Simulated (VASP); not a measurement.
# Bi4Te3 (R-3m) in VASP: notebook

The runs below take Bi4Te3 through single point, with PBE.

All numbers are computed with VASP 6.6.1; they aren't measurements. Logs are shortened: lines on timing, memory, paths and dates and some standing lists are left out, and cuts for length are marked.

**1. The cell of the first run**

Symmetry: R-3m, No. 166, trigonal system. The conventional cell has a = 4.508 Å, b = 4.508 Å, c = 43.006 Å, α = 90.00°, β = 90.00°, γ = 120.00°. Within 4.1 Å of Bi (site symmetry 3m) lie 6 Te at 3.11 to 3.29 Å. Bi (site symmetry 3m) has 3 Bi at 3.09 Å and 3 Te at 3.70 Å within 4.1 Å. Within 4.3 Å of Te (site symmetry -3m) lie 6 Bi at 3.29 Å. Te (site symmetry 3m) has 6 Bi at 3.11 to 3.70 Å within 4.1 Å.

**2. Single point, PBE**

INCAR

```
PREC = Accurate
ENCUT = 520
EDIFF = 1E-6
ISMEAR = 0
SIGMA = 0.01
LREAL = F
LASPH = T
NELM = 100
ALGO = Normal
ISIF = 2
LWAVE = F
LCHARG = F
GGA = PE
NBANDS = 48
```

KPOINTS

```
Automatic mesh
0
Gamma
  9 9 9
```

POSCAR

```
Bi4Te3
1.0
    2.2538484361      1.3012600013     14.3354527225
   -2.2538484361      1.3012600013     14.3354527225
    0.0000000000     -2.6025200026     14.3354527225
Bi Te
4 3
Direct
    0.7134496320      0.7134496320      0.7134496320
    0.2865503680      0.2865503680      0.2865503680
    0.1473936677      0.1473936677      0.1473936677
    0.8526063323      0.8526063323      0.8526063323
    0.0000000000      0.0000000000      0.0000000000
    0.4197062717      0.4197062717      0.4197062717
    0.5802937283      0.5802937283      0.5802937283
```

Potentials or basis: VASP PAW PBE potentials, release 64 (Bi_d, Te).

On the command line:

```bash
$ cat potpaw_PBE.64/Bi_d/POTCAR potpaw_PBE.64/Te/POTCAR > POTCAR
$ mpirun -np 1 vasp_std > vasp.out
```

OUTCAR:

```text
PREC = Accurate
   ENCUT = 520
   EDIFF = 1E-6
   ISMEAR = 0
   LREAL = F
   LASPH = T
   NELM = 100
   ISIF = 2
   GGA = PE

 ion  position               nearest neighbor table
   1  0.713  0.713  0.713-   6 3.11   6 3.11   6 3.11   5 3.29   5 3.29   5 3.29
   2  0.287  0.287  0.287-   7 3.11   7 3.11   7 3.11   5 3.29   5 3.29   5 3.29
   3  0.147  0.147  0.147-   4 3.09   4 3.09   4 3.09   6 3.70   6 3.70   6 3.70
   4  0.853  0.853  0.853-   3 3.09   3 3.09   3 3.09   7 3.70   7 3.70   7 3.70
   5  0.000  0.000  0.000-   1 3.29   1 3.29   2 3.29   2 3.29   1 3.29   2 3.29
   6  0.420  0.420  0.420-   1 3.11   1 3.11   1 3.11   3 3.70   3 3.70   3 3.70
   7  0.580  0.580  0.580-   2 3.11   2 3.11   2 3.11   4 3.70   4 3.70   4 3.70

  LATTYP: Found a trigonal (rhomboedric) cell.
 ALAT       =    14.5697740244
 COS(alpha) =     0.9521398804

  Lattice vectors:

 A1 = (   2.2538484361,   1.3012600013,  14.3354527225)
 A2 = (  -2.2538484361,   1.3012600013,  14.3354527225)
 A3 = (   0.0000000000,  -2.6025200026,  14.3354527225)

Analysis of symmetry for initial positions (statically):
=====================================================================
 Subroutine PRICEL returns:
 Original cell was already a primitive cell.

 Routine SETGRP: Setting up the symmetry group for a
 trigonal (rhombohedral) supercell.

 Subroutine GETGRP returns: Found 12 space group operations
 (whereof 12 operations were pure point group operations)
 out of a pool of 12 trial point group operations.

The static configuration has the point symmetry D_3d.

Analysis of symmetry for dynamics (positions and initial velocities):
=====================================================================
 Subroutine PRICEL returns:
 Original cell was already a primitive cell.

 Routine SETGRP: Setting up the symmetry group for a
 trigonal (rhombohedral) supercell.

 Subroutine GETGRP returns: Found 12 space group operations
 (whereof 12 operations were pure point group operations)
 out of a pool of 12 trial point group operations.

The dynamic configuration has the point symmetry D_3d.

 Subroutine INISYM returns: Found 12 space group operations
 (whereof 12 operations are pure point group operations),
 and found     1 'primitive' translations

----------------------------------------------------------------------------------------
[... 100 lines left out ...]
   LASPH  =      T    aspherical Exc in radial PAW
   ENCUT  =  520.0 eV  38.22 Ry    6.18 a.u.  27.09 27.09 27.09*2*pi/ulx,y,z
   NELM   =    100;   NELMIN=  2; NELMDL= -5     # of ELM steps
   EDIFF  = 0.1E-05   stopping-criterion for ELM
   LREAL  =      F    real-space projection
   EDIFFG = 0.1E-04   stopping-criterion for IOM
   NSW    =      0    number of steps for IOM
   IBRION =     -1    ionic relax: 0-MD 1-quasi-New 2-CG
   NFREE  =      0    steps in history (QN), initial steepest desc. (CG)
   ISIF   =      2    stress and relaxation
   ISYM   =      2    0-nonsym 1-usesym 2-fastsym
   POTIM  = 0.5000    time-step for ionic-motion
   TEBEG  =    0.0;   TEEND  =   0.0 temperature during run
   PSTRESS=    0.0 pullay stress
   NELECT =      78.0000    total number of electrons
   NUPDOWN=      -1.0000    fix difference up-down
   EMIN   =  10.00;   EMAX   =-10.00  energy-range for DOS
   EFERMI =   0.00;   METHOD = LEGACY
   ISMEAR =     0;   SIGMA  =   0.01  broadening in eV -4-tet -1-fermi 0-gaus
   EFERMI_NEDOS =   21; number of points for ismear=-14 and -15
   IALGO  =     38    algorithm
   IMIX   =      4    mixing-type and parameters
     AMIX     =   0.40;   BMIX     =  1.00
     AMIX_MAG =   1.60;   BMIX_MAG =  1.00
  volume/ion in A,a.u.               =      36.04       243.19
  Fermi-wavevector in a.u.,A,eV,Ry     =   1.107021  2.091966 16.673880  1.225496
  Thomas-Fermi vector in A             =   2.243530
   LORBIT       =      0    0 simple, 1 ext, 2 COOP (PROOUT), +10 PAW based schemes
   GGA     = PE    functional components
   LHFCALC =     F    Hartree Fock is set to
   AEXX    =    0.0000 exact exchange contribution
   IVDW    =     0    specifies the selected vdW correction
   LEPSILON=     F    determine dielectric tensor
   LRPA    =     F    only Hartree local field effects (RPA)
 non-spin polarized calculation
 Gauss-broadening in eV      SIGMA  =   0.01
  energy-cutoff  :      520.00
  volume of cell :      252.26
 maximum number of plane-waves:      6870
   NGX = 55   NGY = 55   NGZ = 55

 number of electron      77.9999993 magnetization

 Free energy of the ion-electron system (eV)
  ---------------------------------------------------
  ext. energy  EPLUGINS =         0.00000000
  ---------------------------------------------------
  free energy    TOTEN  =       -26.18843497 eV

  energy without entropy =      -26.18843497  energy(sigma->0) =      -26.18843497

 E-fermi :   5.9148     XC(G=0):  -9.1491

 val. band max:        5.8698293626   @ k =   0.1111   0.0000   0.0000
 cond. band min:       5.9891010704   @ k =   0.1111   0.0000   0.0000
 fundamental gap:      0.1192717079
 Fermi energy:         5.9148249863

 k-point     1 :       0.0000    0.0000    0.0000
  band No.  band energies     occupation
      1     -17.6211      2.00000
      2     -17.6211      2.00000
      3     -17.6199      2.00000
      4     -17.6199      2.00000
      5     -17.6123      2.00000
      6     -17.6113      2.00000
[... 1213 lines left out ...]
     47       9.0883      0.00000
     48       9.1944      0.00000

 [... further k-points ...]
[... 5 lines left out ...]
  --------------------------------------------------------------------------------------
  -------------------------------------------------------------------------------------
  Total       -0.0453939     -0.0453939     -0.0517415      0.0000000      0.0000000      0.0000000
  in kB       -0.2883077     -0.2883077     -0.3286229      0.0000000      0.0000000      0.0000000
  external PRESSURE =      -0.3017461 kB  Pullay stress =       0.0000000 kB

 VOLUME and BASIS-vectors are now :
 -----------------------------------------------------------------------------
  energy-cutoff  :      520.00
  volume of cell :      252.26
      direct lattice vectors                 reciprocal lattice vectors
     2.253848436  1.301260001 14.335452722     0.221842779  0.128080988  0.023252376
    -2.253848436  1.301260001 14.335452722    -0.221842779  0.128080988  0.023252376
     0.000000000 -2.602520003 14.335452722     0.000000000 -0.256161976  0.023252376

 POSITION                                       TOTAL-FORCE (eV/Angst)
 -----------------------------------------------------------------------------------
      0.00000      0.00000     30.68287         0.000000      0.000000     -0.005736
      0.00000      0.00000     12.32349         0.000000     -0.000000      0.005736
      0.00000      0.00000      6.33886         0.000000      0.000000     -0.009768
      0.00000      0.00000     36.66749         0.000000     -0.000000      0.009768
      0.00000      0.00000      0.00000         0.000000     -0.000000     -0.000000
      0.00000      0.00000     18.05004         0.000000     -0.000000      0.006559
      0.00000      0.00000     24.95632         0.000000     -0.000000     -0.006559
 -----------------------------------------------------------------------------------
    total drift:                               -0.000000     -0.000000      0.000000

  FREE ENERGIE OF THE ION-ELECTRON SYSTEM (eV)
  ---------------------------------------------------
  free  energy   TOTEN  =       -26.1884349712 eV

  energy  without entropy=      -26.1884349712  energy(sigma->0) =      -26.18843497
```

OSZICAR:

```text
N       E                     dE             d eps       ncg     rms          rms(c)
DAV:   1     0.827360499447E+03    0.82736E+03   -0.36825E+04  8160   0.167E+03
DAV:   2     0.767045937537E+02   -0.75066E+03   -0.73116E+03  8184   0.454E+02
DAV:   3    -0.211624619445E+02   -0.97867E+02   -0.94333E+02  9992   0.180E+02
DAV:   4    -0.262632082438E+02   -0.51007E+01   -0.50414E+01  9408   0.419E+01
DAV:   5    -0.265167365222E+02   -0.25353E+00   -0.25338E+00 11272   0.929E+00    0.701E+00
DAV:   6    -0.261784772556E+02    0.33826E+00   -0.90766E-01  9936   0.658E+00    0.545E+00
DAV:   7    -0.261843220418E+02   -0.58448E-02   -0.34533E-01  8968   0.259E+00    0.205E+00
DAV:   8    -0.261889418028E+02   -0.46198E-02   -0.92499E-02  9704   0.121E+00    0.498E-01
DAV:   9    -0.261878867639E+02    0.10550E-02   -0.96616E-03  9560   0.501E-01    0.348E-01
DAV:  10    -0.261884179719E+02   -0.53121E-03   -0.43233E-03  9016   0.295E-01    0.933E-02
DAV:  11    -0.261884020723E+02    0.15900E-04   -0.62190E-04  9224   0.118E-01    0.493E-02
DAV:  12    -0.261884271038E+02   -0.25031E-04   -0.93105E-05  9728   0.461E-02    0.185E-02
DAV:  13    -0.261884345157E+02   -0.74119E-05   -0.18577E-05  8304   0.215E-02    0.456E-03
DAV:  14    -0.261884349712E+02   -0.45553E-06   -0.18515E-06  7072   0.674E-03
   1 F= -.26188435E+02 E0= -.26188435E+02  d E =-.748335E-13
```

Wall time 1.5 h (1 thread of Intel Xeon 6975P-C (Granite Rapids), shared host); peak memory 2.3 GiB.

Results:

```
Free energy            : -26.1884 eV
Pressure               : 0.0 GPa
Largest force          : 0.010 eV/Å
Band gap on the k mesh : 0.12 eV
```

Forces on the atoms (eV/Å):
```
Bi   0.000  0.000 -0.006
Bi   0.000  0.000  0.006
Bi   0.000  0.000 -0.010
Bi   0.000  0.000  0.010
Te   0.000  0.000  0.000
Te   0.000  0.000  0.007
Te   0.000  0.000 -0.007
```

Caveat: spin-orbit coupling is left out, which moves the levels of the heavy elements.

**3. Single point, PBE**

This run uses another cell than the first one, of 34.22 Å³/atom.

INCAR

```
SYSTEM = Bi4Te3
  ALGO = Normal
  EDIFF = 1E-7
  ENCUT = 520
  GGA = PE
  ISIF = 2
  ISMEAR = 0
  LASPH = .TRUE.
  LCHARG = .FALSE.
  LREAL = .FALSE.
  LWAVE = .FALSE.
  NBANDS = 48
  NELM = 100
  PREC = Accurate
  SIGMA = 0.1
```

KPOINTS

```
k-points
0
G
  6 6 6
  0 0 0
```

POSCAR

```
Bi4Te3
1.0
    2.2255002009      1.2848931401     13.9626700000
   -2.2255002009      1.2848931401     13.9626700000
    0.0000000000     -2.5697862801     13.9626700000
Bi Te
4 3
Direct
    0.7171666667      0.7171666667      0.7171666667
    0.2828333333      0.2828333333      0.2828333333
    0.1460000000      0.1460000000      0.1460000000
    0.8540000000      0.8540000000      0.8540000000
    0.0000000000      0.0000000000      0.0000000000
    0.4260333333      0.4260333333      0.4260333333
    0.5739666667      0.5739666667      0.5739666667
```

Potentials or basis: VASP PAW PBE potentials, release 64 (Bi_d, Te).

On the command line:

```bash
$ cat potpaw_PBE.64/Bi_d/POTCAR potpaw_PBE.64/Te/POTCAR > POTCAR
$ mpirun -np 1 vasp_std > vasp.out
```

OUTCAR:

```text
SYSTEM = Bi4Te3
   EDIFF = 1E-7
   ENCUT = 520
   GGA = PE
   ISIF = 2
   ISMEAR = 0
   LASPH = .TRUE.
   LREAL = .FALSE.
   NELM = 100
   PREC = Accurate

 ion  position               nearest neighbor table
   1  0.717  0.717  0.717-   6 3.12   6 3.12   6 3.12   5 3.33   5 3.33   5 3.33
   2  0.283  0.283  0.283-   7 3.12   7 3.12   7 3.12   5 3.33   5 3.33   5 3.33
   3  0.146  0.146  0.146-   4 3.10   4 3.10   4 3.10   6 3.40   6 3.40   6 3.40
   4  0.854  0.854  0.854-   3 3.10   3 3.10   3 3.10   7 3.40   7 3.40   7 3.40
   5  0.000  0.000  0.000-   1 3.33   2 3.33   1 3.33   1 3.33   2 3.33   2 3.33
   6  0.426  0.426  0.426-   1 3.12   1 3.12   1 3.12   3 3.40   3 3.40   3 3.40
   7  0.574  0.574  0.574-   2 3.12   2 3.12   2 3.12   4 3.40   4 3.40   4 3.40

  LATTYP: Found a trigonal (rhomboedric) cell.
 ALAT       =    14.1971812362
 COS(alpha) =     0.9508548100

  Lattice vectors:

 A1 = (   2.2255002009,   1.2848931401,  13.9626700000)
 A2 = (  -2.2255002009,   1.2848931401,  13.9626700000)
 A3 = (   0.0000000000,  -2.5697862801,  13.9626700000)

Analysis of symmetry for initial positions (statically):
=====================================================================
[... 184 lines left out ...]

 val. band max:        6.3791200173   @ k =   0.3333   0.1667   0.1667
 cond. band min:       6.5438449987   @ k =   0.5000   0.5000  -0.0000
 fundamental gap:      0.1647249814
 Fermi energy:         6.4710010897

 k-point     1 :       0.0000    0.0000    0.0000
  band No.  band energies     occupation
      1     -17.0086      2.00000
      2     -17.0086      2.00000
      3     -17.0079      2.00000
      4     -17.0079      2.00000
      5     -16.9955      2.00000
      6     -16.9946      2.00000
[... 1213 lines left out ...]
     47      10.0705      0.00000
     48      10.4066      0.00000

 [... further k-points ...]
[... 5 lines left out ...]
  --------------------------------------------------------------------------------------
  -------------------------------------------------------------------------------------
  Total        1.7427978      1.7427978      0.6574410      0.0000000      0.0000000      0.0000000
  in kB       11.6558300     11.6558300      4.3969649      0.0000000      0.0000000      0.0000000
  external PRESSURE =       9.2362083 kB  Pullay stress =       0.0000000 kB

 VOLUME and BASIS-vectors are now :
 -----------------------------------------------------------------------------
  energy-cutoff  :      520.00
  volume of cell :      239.56
      direct lattice vectors                 reciprocal lattice vectors
     2.225500201  1.284893140 13.962670000     0.224668594  0.129712473  0.023873180
    -2.225500201  1.284893140 13.962670000    -0.224668594  0.129712473  0.023873180
     0.000000000 -2.569786280 13.962670000     0.000000000 -0.259424946  0.023873180

 POSITION                                       TOTAL-FORCE (eV/Angst)
 -----------------------------------------------------------------------------------
      0.00000      0.00000     30.04068         0.000000     -0.000000     -0.212135
      0.00000      0.00000     11.84733         0.000000      0.000000      0.212135
      0.00000      0.00000      6.11565         0.000000      0.000000      0.365919
      0.00000      0.00000     35.77236         0.000000     -0.000000     -0.365919
      0.00000      0.00000      0.00000         0.000000      0.000000      0.000000
      0.00000      0.00000     17.84569         0.000000     -0.000000     -0.408273
      0.00000      0.00000     24.04232         0.000000      0.000000      0.408273
 -----------------------------------------------------------------------------------
    total drift:                               -0.000000     -0.000000      0.000000

  FREE ENERGIE OF THE ION-ELECTRON SYSTEM (eV)
  ---------------------------------------------------
  free  energy   TOTEN  =       -26.0325903327 eV

  energy  without entropy=      -26.0311942109  energy(sigma->0) =      -26.03189227
```

stdout:

```text
POSCAR found type information on POSCAR BiTe
 POSCAR found :  2 types and       7 ions
 scaLAPACK will be used
 LDA part: xc-table for (Slater+PW92), standard interpolation
 POSCAR, INCAR and KPOINTS ok, starting setup
 FFT: planning ... GRIDC
 FFT: planning ... GRID_SOFT
 FFT: planning ... GRID
 WAVECAR not read
 entering main loop
```

Wall time 42 min (1 thread of Intel Xeon 6975P-C (Granite Rapids), shared host); peak memory 2 GiB.

Results:

```yaml
Free_energy: -26.0326 eV
Pressure: 0.9 GPa
Largest_force: 0.408 eV/Å
Band_gap_on_the_k_mesh: 0.16 eV (least direct gap 0.33 eV)
```

Forces on the atoms (eV/Å):
```
Bi   0.000  0.000 -0.212
Bi   0.000  0.000  0.212
Bi   0.000  0.000  0.366
Bi   0.000  0.000 -0.366
Te   0.000  0.000  0.000
Te   0.000  0.000 -0.408
Te   0.000  0.000  0.408
```

Levels at points of the mesh, in eV from the valence-band top:
```tsv
k point	band 36	band 37	band 38	band 39	band 40	band 41	band 42	band 43
(0.00, 0.00, 0.00)	-1.28	-0.53	-0.53	-0.29	0.72	0.72	0.90	0.98
(0.50, 0.00, 0.00)	-1.65	-1.49	-1.20	-0.98	0.42	1.29	1.38	1.66
(0.50, 0.50, 0.00)	-2.34	-2.17	-0.87	-0.34	0.16	0.62	1.87	2.23
(0.50, 0.50, 0.50)	-1.32	-0.39	-0.39	-0.08	0.32	0.33	0.33	1.52
```

Caveat: spin-orbit coupling is left out, which moves the levels of the heavy elements. A k mesh can miss the band edges.
